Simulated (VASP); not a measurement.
# Al (R-3c) in VASP: single point with PBE

Aim: the single point of Al with PBE.

Everything below comes from runs of VASP 6.6.1. Logs are shortened: lines on timing, memory, paths and dates and some standing lists are left out, and cuts for length are marked.

## (1) The cell of the first run

The structure is trigonal, space group R-3c (No. 167). Conventional cell: a = 8.769 Å, b = 8.769 Å, c = 4.747 Å, α = 90.00°, β = 90.00°, γ = 120.00°. Within 3.6 Å of Al (site symmetry 2) lie 10 Al at 2.76 to 2.89 Å.

## (2) Single point, PBE

The input, INCAR:

```
SYSTEM = Al
PREC = Accurate ; ENCUT = 520
EDIFF = 1E-6 ; ISMEAR = 0
SIGMA = 0.1 ; LREAL = .FALSE.
LASPH = .TRUE. ; NELM = 80
ALGO = Fast ; ISIF = 2
LWAVE = .FALSE. ; LCHARG = .FALSE.
GGA = PE ; NBANDS = 18
```

The input, KPOINTS:

```
Automatic mesh
0
G
  9 9 9
  0 0 0
```

The input, POSCAR:

```
Al
1.0
    4.3843507096      2.5313060624      1.5822698505
   -4.3843507096      2.5313060624      1.5822698505
    0.0000000000     -5.0626121248      1.5822698506
Al
6
Direct
    0.4344493967      0.2500000000      0.0655506033
    0.0655506033      0.4344493967      0.2500000000
    0.2500000000      0.0655506033      0.4344493967
    0.5655506033      0.7500000000      0.9344493967
    0.9344493967      0.5655506033      0.7500000000
    0.7500000000      0.9344493967      0.5655506033
```

Potentials or basis: VASP PAW PBE potentials, release 64 (Al).

The run is started by

```
cat potpaw_PBE.64/Al/POTCAR > POTCAR
mpirun -np 1 vasp_std > vasp.out
```

OUTCAR:

```text
SYSTEM = Al
   PREC = Accurate
   ENCUT = 520
   EDIFF = 1E-6
   ISMEAR = 0
   LREAL = .FALSE.
   LASPH = .TRUE.
   NELM = 80
   ISIF = 2
   GGA = PE

 ion  position               nearest neighbor table
   1  0.434  0.250  0.066-   2 2.76   3 2.76   3 2.80   2 2.80   5 2.87   6 2.87   6 2.87   5 2.87
                             4 2.89   4 2.89
   2  0.066  0.434  0.250-   3 2.76   1 2.76   3 2.80   1 2.80   6 2.87   4 2.87   4 2.87   6 2.87
                             5 2.89   5 2.89
   3  0.250  0.066  0.434-   2 2.76   1 2.76   1 2.80   2 2.80   5 2.87   4 2.87   4 2.87   5 2.87
                             6 2.89   6 2.89
   4  0.566  0.750  0.934-   5 2.76   6 2.76   6 2.80   5 2.80   2 2.87   3 2.87   3 2.87   2 2.87
                             1 2.89   1 2.89
   5  0.934  0.566  0.750-   4 2.76   6 2.76   6 2.80   4 2.80   1 2.87   3 2.87   1 2.87   3 2.87
                             2 2.89   2 2.89
   6  0.750  0.934  0.566-   5 2.76   4 2.76   4 2.80   5 2.80   2 2.87   1 2.87   1 2.87   2 2.87
                             3 2.89   3 2.89

  LATTYP: Found a trigonal (rhomboedric) cell.
 ALAT       =     5.3041134420
 COS(alpha) =    -0.3665167547

  Lattice vectors:

 A1 = (   4.3843507096,   2.5313060624,   1.5822698505)
 A2 = (  -4.3843507096,   2.5313060624,   1.5822698505)
 A3 = (   0.0000000000,  -5.0626121248,   1.5822698506)

Analysis of symmetry for initial positions (statically):
=====================================================================
 Subroutine PRICEL returns:
 Original cell was already a primitive cell.

 Routine SETGRP: Setting up the symmetry group for a
 trigonal (rhombohedral) supercell.

 Subroutine GETGRP returns: Found 12 space group operations
 (whereof  6 operations were pure point group operations)
 out of a pool of 12 trial point group operations.

The static configuration has the point symmetry S_6 .
 The point group associated with its full space group is D_3d.

Analysis of symmetry for dynamics (positions and initial velocities):
=====================================================================
 Subroutine PRICEL returns:
 Original cell was already a primitive cell.

 Routine SETGRP: Setting up the symmetry group for a
 trigonal (rhombohedral) supercell.

 Subroutine GETGRP returns: Found 12 space group operations
 (whereof  6 operations were pure point group operations)
 out of a pool of 12 trial point group operations.

The dynamic configuration has the point symmetry S_6 .
 The point group associated with its full space group is D_3d.

 Subroutine INISYM returns: Found 12 space group operations
 (whereof  6 operations are pure point group operations),
 and found     1 'primitive' translations

----------------------------------------------------------------------------------------

                                     Primitive cell

  volume of cell :     105.3615

  direct lattice vectors                    reciprocal lattice vectors
     4.384350710  2.531306062  1.582269850     0.114041972  0.065842163  0.210667816
    -4.384350710  2.531306062  1.582269850    -0.114041972  0.065842163  0.210667816
     0.000000000 -5.062612125  1.582269851     0.000000000 -0.131684326  0.210667816

  length of vectors
     5.304113442  5.304113442  5.304113442     0.248438504  0.248438504  0.248438504

  position of ions in fractional coordinates (direct lattice)
     0.434449397  0.250000000  0.065550603
     0.065550603  0.434449397  0.250000000
     0.250000000  0.065550603  0.434449397
     0.565550603  0.750000000  0.934449397
     0.934449397  0.565550603  0.750000000
     0.750000000  0.934449397  0.565550603

  ion indices of the primitive-cell ions
   primitive index   ion index
                 1           1
                 2           2
                 3           3
                 4           4
                 5           5
                 6           6

----------------------------------------------------------------------------------------

 KPOINTS: Automatic mesh

Automatic generation of k-mesh.
 Grid dimensions read from file:
 generate k-points for:    9    9    9

 Generating k-lattice:

  Cartesian coordinates                     Fractional coordinates (reciprocal lattice)
     0.012671330  0.007315796  0.023407535     0.111111111  0.000000000  0.000000000
    -0.012671330  0.007315796  0.023407535     0.000000000  0.111111111  0.000000000
     0.000000000 -0.014631592  0.023407535     0.000000000  0.000000000  0.111111111

  Length of vectors
     0.027604278  0.027604278  0.027604278

  Shift w.r.t. Gamma in fractional coordinates (k-lattice)
     0.000000000  0.000000000  0.000000000

 Subroutine IBZKPT returns following result:
 ===========================================

 Found     85 irreducible k-points:

 Following reciprocal coordinates:
            Coordinates               Weight
  0.000000  0.000000  0.000000      1.000000
  0.111111 -0.000000  0.000000      6.000000
  0.222222  0.000000  0.000000      6.000000
  0.333333 -0.000000  0.000000      6.000000
  0.444444  0.000000  0.000000      6.000000
  0.111111  0.111111  0.000000      6.000000
[... 16 lines left out ...]
 -0.333333  0.333333  0.000000      6.000000
  0.444444  0.444444  0.000000      6.000000
 [... further k-points ...]
   k-points           NKPTS =     85   k-points in BZ     NKDIM =     85   number of bands    NBANDS=     18
   number of dos      NEDOS =    301   number of ions     NIONS =      6
   total plane-waves  NPLWV =  64000
   dimension x,y,z NGX =    40 NGY =   40 NGZ =   40
   dimension x,y,z NGXF=    80 NGYF=   80 NGZF=   80
   ions per type =               6
   NGX,Y,Z   is equivalent  to a cutoff of  12.54, 12.54, 12.54 a.u.
   NGXF,Y,Z  is equivalent  to a cutoff of  25.07, 25.07, 25.07 a.u.
 SYSTEM =  Al
   PREC   = accura    normal or accurate (medium, high low for compatibility)
   ISTART =      0    job   : 0-new  1-cont  2-samecut
   ICHARG =      2    charge: 1-file 2-atom 10-const
   ISPIN  =      1    spin polarized calculation?
   LNONCOLLINEAR =      F non collinear calculations
   LSORBIT =      F    spin-orbit coupling
   LASPH  =      T    aspherical Exc in radial PAW
   ENCUT  =  520.0 eV  38.22 Ry    6.18 a.u.   9.86  9.86  9.86*2*pi/ulx,y,z
   NELM   =     80;   NELMIN=  2; NELMDL= -5     # of ELM steps
   EDIFF  = 0.1E-05   stopping-criterion for ELM
   LREAL  =      F    real-space projection
   EDIFFG = 0.1E-04   stopping-criterion for IOM
   NSW    =      0    number of steps for IOM
   IBRION =     -1    ionic relax: 0-MD 1-quasi-New 2-CG
   NFREE  =      0    steps in history (QN), initial steepest desc. (CG)
   ISIF   =      2    stress and relaxation
   ISYM   =      2    0-nonsym 1-usesym 2-fastsym
   POTIM  = 0.5000    time-step for ionic-motion
   TEBEG  =    0.0;   TEEND  =   0.0 temperature during run
   PSTRESS=    0.0 pullay stress
   NELECT =      18.0000    total number of electrons
   NUPDOWN=      -1.0000    fix difference up-down
   EMIN   =  10.00;   EMAX   =-10.00  energy-range for DOS
   EFERMI =   0.00;   METHOD = LEGACY
   ISMEAR =     0;   SIGMA  =   0.10  broadening in eV -4-tet -1-fermi 0-gaus
   EFERMI_NEDOS =   21; number of points for ismear=-14 and -15
   IALGO  =     68    algorithm
   IMIX   =      4    mixing-type and parameters
     AMIX     =   0.40;   BMIX     =  1.00
     AMIX_MAG =   1.60;   BMIX_MAG =  1.00
  volume/ion in A,a.u.               =      17.56       118.50
  Fermi-wavevector in a.u.,A,eV,Ry     =   0.908389  1.716606 11.227121  0.825170
  Thomas-Fermi vector in A             =   2.032309
   LORBIT       =      0    0 simple, 1 ext, 2 COOP (PROOUT), +10 PAW based schemes
   GGA     = PE    functional components
   LHFCALC =     F    Hartree Fock is set to
   AEXX    =    0.0000 exact exchange contribution
   IVDW    =     0    specifies the selected vdW correction
   LEPSILON=     F    determine dielectric tensor
   LRPA    =     F    only Hartree local field effects (RPA)
 non-spin polarized calculation
 RMM-DIIS sequential band-by-band and
 Gauss-broadening in eV      SIGMA  =   0.10
  energy-cutoff  :      520.00
  volume of cell :      105.36
 maximum number of plane-waves:      2865
   NGX = 19   NGY = 19   NGZ = 19

 number of electron      18.0000000 magnetization

 Free energy of the ion-electron system (eV)
  ---------------------------------------------------
  ext. energy  EPLUGINS =         0.00000000
  ---------------------------------------------------
  free energy    TOTEN  =       -21.96561239 eV

  energy without entropy =      -21.95413282  energy(sigma->0) =      -21.95987260

 E-fermi :   7.2248     XC(G=0):  -9.9543

 val. band max:        7.2169484833   @ k =   0.3333   0.3333   0.0000
 cond. band min:       7.2294119441   @ k =   0.3333  -0.0000   0.0000
 fundamental gap:      0.0124634608
 Fermi energy:         7.2248090941

 k-point     1 :       0.0000    0.0000    0.0000
  band No.  band energies     occupation
      1      -3.3826      2.00000
      2       3.8326      2.00000
      3       3.9963      2.00000
      4       3.9963      2.00000
      5       4.0976      2.00000
      6       4.0976      2.00000
[... 10 lines left out ...]
     17      12.7681      0.00000
     18      13.2230      0.00000

 k-point     2 :       0.1111   -0.0000    0.0000
  band No.  band energies     occupation
      1      -3.2701      2.00000
      2       3.2752      2.00000
      3       3.4770      2.00000
      4       3.5995      2.00000
      5       4.0438      2.00000
      6       4.3265      2.00000
[... 10 lines left out ...]
     17      13.2230      0.00000
     18      14.5743      0.00000

 k-point     3 :       0.2222    0.0000    0.0000
  band No.  band energies     occupation
      1      -2.9332      2.00000
      2       2.0168      2.00000
      3       2.7855      2.00000
      4       3.0142      2.00000
      5       3.5679      2.00000
      6       3.8062      2.00000
[... 412 lines left out ...]
 k-point    23 :      -0.3333    0.3333    0.0000
  band No.  band energies     occupation
      1      -2.5367      2.00000
      2      -0.0001      2.00000
      3       2.4088      2.00000
      4       2.5723      2.00000
      5       3.6851      2.00000
      6       4.0054      2.00000
[... 10 lines left out ...]
     17      12.3031      0.00000
     18      13.1546      0.00000

 k-point    24 :       0.4444    0.4444    0.0000
  band No.  band energies     occupation
      1      -1.5315      2.00000
      2      -1.2377      2.00000
      3       1.9547      2.00000
      4       2.1950      2.00000
      5       2.7863      2.00000
      6       5.2130      2.00000
[... 10 lines left out ...]
     17      11.8970      0.00000
     18      12.5446      0.00000

 [... further k-points ...]
[... 5 lines left out ...]
  --------------------------------------------------------------------------------------
  -------------------------------------------------------------------------------------
  Total       -0.0221341     -0.0221341     -0.0158487      0.0000000      0.0000000      0.0000000
  in kB       -0.3365814     -0.3365814     -0.2410030      0.0000000      0.0000000      0.0000000
  external PRESSURE =      -0.3047219 kB  Pullay stress =       0.0000000 kB

 VOLUME and BASIS-vectors are now :
 -----------------------------------------------------------------------------
  energy-cutoff  :      520.00
  volume of cell :      105.36
      direct lattice vectors                 reciprocal lattice vectors
     4.384350710  2.531306062  1.582269850     0.114041972  0.065842163  0.210667816
    -4.384350710  2.531306062  1.582269850    -0.114041972  0.065842163  0.210667816
     0.000000000 -5.062612125  1.582269851     0.000000000 -0.131684326  0.210667816

 POSITION                                       TOTAL-FORCE (eV/Angst)
 -----------------------------------------------------------------------------------
      0.80869      1.40069      1.18670        -0.000273     -0.000473      0.000000
     -1.61738      0.00000      1.18670         0.000547      0.000000     -0.000000
      0.80869     -1.40069      1.18670        -0.000273      0.000473     -0.000000
     -0.80869     -1.40069      3.56011         0.000273      0.000473     -0.000000
      1.61738      0.00000      3.56011        -0.000547      0.000000      0.000000
     -0.80869      1.40069      3.56011         0.000273     -0.000473      0.000000
 -----------------------------------------------------------------------------------
    total drift:                                0.000000     -0.000000      0.000000

  FREE ENERGIE OF THE ION-ELECTRON SYSTEM (eV)
  ---------------------------------------------------
  free  energy   TOTEN  =       -21.9656123906 eV

  energy  without entropy=      -21.9541328155  energy(sigma->0) =      -21.95987260
```

Wall time 2.1 min (1 thread of Intel Xeon Platinum 8259CL at 2.50GHz (Skylake/Cascade Lake), shared host); peak memory 0.3 GiB.

What came out:

```yaml
Free_energy: -21.9656 eV
Pressure: 0.0 GPa
Band_gap_on_the_k_mesh: zero (band 9 reaches 8.32 eV, above the bottom of band 10 at 5.26 eV)
```

Levels at points of the mesh, in eV from the Fermi level:
| k point | band 7 | band 8 | band 9 | band 10 | band 11 | band 12 |
| --- | --- | --- | --- | --- | --- | --- |
| (0.00, 0.00, 0.00) | -2.52 | -2.23 | -1.89 | -1.89 | -1.80 | -1.30 |
